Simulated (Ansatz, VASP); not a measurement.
**Two plane-wave programs on VO2**

Contents of INCAR:

```
PREC = Accurate ; ENCUT = 600
EDIFF = 1E-6 ; ISMEAR = -1
SIGMA = 0.05 ; LREAL = False
LASPH = True ; NELM = 200
ALGO = Normal ; ISIF = 2
LWAVE = False ; LCHARG = False
ISPIN = 2 ; MAGMOM = 2 2 0 0 0 0
LORBIT = 11 ; LMAXMIX = 4
GGA = B5 ; ALDAX = 1.0
AGGAX = 1.0 ; AGGAC = 1.0
ALDAC = 0.0 ; NBANDS = 38
GGA_COMPAT = False
```

The input KPOINTS:

```
Automatic mesh
0
Gamma
  6 6 9
```

The input POSCAR:

```
VO2
1.0
    4.4462864423      0.0000000000      0.0000000000
    0.0000000000      4.4462864423      0.0000000000
    0.0000000000      0.0000000000      3.0033037399
V O
2 4
Direct
    0.5000000000      0.5000000000      0.5000000000
    0.0000000000      0.0000000000      0.0000000000
    0.2003580000      0.7996420000      0.5000000000
    0.7996420000      0.2003580000      0.5000000000
    0.7003580000      0.7003580000      0.0000000000
    0.2996420000      0.2996420000      0.0000000000
```

Contents of input.yaml:

```yaml
crystal:
  lattice:
    - [4.4462864423, 0.0, 0.0]
    - [0.0, 4.4462864423, 0.0]
    - [0.0, 0.0, 3.0033037399]
  atoms:
    - { symbol: V, position: [0.5, 0.5, 0.5], spin: 2.0 }
    - { symbol: V, position: [0.0, 0.0, 0.0], spin: 2.0 }
    - { symbol: O, position: [0.200358, 0.799642, 0.5] }
    - { symbol: O, position: [0.799642, 0.200358, 0.5] }
    - { symbol: O, position: [0.700358, 0.700358, 0.0] }
    - { symbol: O, position: [0.299642, 0.299642, 0.0] }
hamiltonian:
  xc: blyp
  pseudopotentials: { kind: paw }
magnetization:
  spin_polarized: true
kpoints:
  mp_grid: { grid: [6, 6, 9] }
scf:
  occupations: { method: fermi_dirac, width: 0.05 }
output:
  forces: true
  stress: true
  eigenvalues: true
```

Alike in both runs: task single point; functional BLYP; k mesh 6 × 6 × 9; occupations fermi-dirac, width 0.05 eV; collinear spin.

```csv
,VASP,Ansatz
version,VASP 6.6.1,Ansatz 0.2.0
potentials or method,"VASP PAW PBE potentials, release 64 (V_sv, O)",Ansatz PAW
plane-wave cutoff (eV),600,420
valence electrons in the cell,50,50
```

|  | VASP | Ansatz | Ansatz less VASP |
| --- | --- | --- | --- |
| gap on the k mesh at the Fermi level (eV) | none | none | - |
| pressure (GPa) | 7.8 | 6.8 | -0.95 |
| traceless stress, the component that is largest in VASP (GPa) | -11.90 | -11.97 | -0.073 |
| rms of the force components (eV/Å) | 0.097 | 0.090 | -0.0074 |
| net moment per atom (μB) | 0.33 | 0.33 | 0.000 |
| size of the moment on the site where the two differ most (μB) | 1.05 | 0.83 | -0.220 |

VASP's potentials were made for PBE, not for BLYP. Site moments also hang on the region over which each program counts them. Atom by atom the forces differ by 0.007 eV/Å (rms over components). A gap of «none» marks a metal or a gap that the smearing closes.
